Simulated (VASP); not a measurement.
Wanted: the native input for a VASP 6.6.1 run.

- Task: single point
- Functional: PBE
- Potentials or basis: VASP PAW PBE potentials, release 64 (Sc_sv, Te)
- Cutoff: 500 eV
- k mesh: 4 × 4 × 4
- Occupations: fermi-dirac, width 0.1 eV
- Spin: no spin polarisation
- Dipole correction: no
- Further INCAR settings: ALGO = Normal; EDIFF = 1e-06; NBANDS = 49

The structure of Sc3Te lies in POSCAR:

```
Sc3Te
1.0
    6.3617000000      0.0000000000      0.0000000000
   -3.1808500000      5.5093938113      0.0000000000
    0.0000000000      0.0000000000      5.1043630000
Sc Te
6 2
Direct
    0.3342930000      0.1671470000      0.7500000000
    0.8328540000      0.1671470000      0.7500000000
    0.8328540000      0.6657070000      0.7500000000
    0.6657070000      0.8328540000      0.2500000000
    0.1671470000      0.8328540000      0.2500000000
    0.1671470000      0.3342930000      0.2500000000
    0.6666666667      0.3333333333      0.2500000000
    0.3333333333      0.6666666667      0.7500000000
```

These files were run (other wordings do the same):

INCAR

```
SYSTEM = Sc3Te
  PREC = Accurate
  ENCUT = 500
  EDIFF = 1E-6
  ISMEAR = -1
  SIGMA = 0.1
  LREAL = .FALSE.
  LASPH = .TRUE.
  NELM = 120
  ALGO = Normal
  ISIF = 2
  LWAVE = .FALSE.
  LCHARG = .FALSE.
  GGA = PE
  NBANDS = 49
  GGA_COMPAT = .FALSE.
```

KPOINTS

```
regular mesh
0
G
  4 4 4
  0 0 0
```

Potentials or basis: VASP PAW PBE potentials, release 64 (Sc_sv, Te).

Run with:

```sh
$ cat potpaw_PBE.64/Sc_sv/POTCAR potpaw_PBE.64/Te/POTCAR > POTCAR
$ mpirun -np 1 vasp_std > vasp.out
```

Results of the run:

```
Pressure               : 0.3 GPa
Largest force          : 0.025 eV/Å
Band gap on the k mesh : zero (bands 39 and 40 overlap by 0.59 eV)
```

Caveat: spin-orbit coupling is left out, which moves the levels of the heavy elements.

Run time: 2.2 min on 1 thread of AMD EPYC 7R43 64-Core Processor (Zen 3) (shared host), peak memory 0.28 GiB.
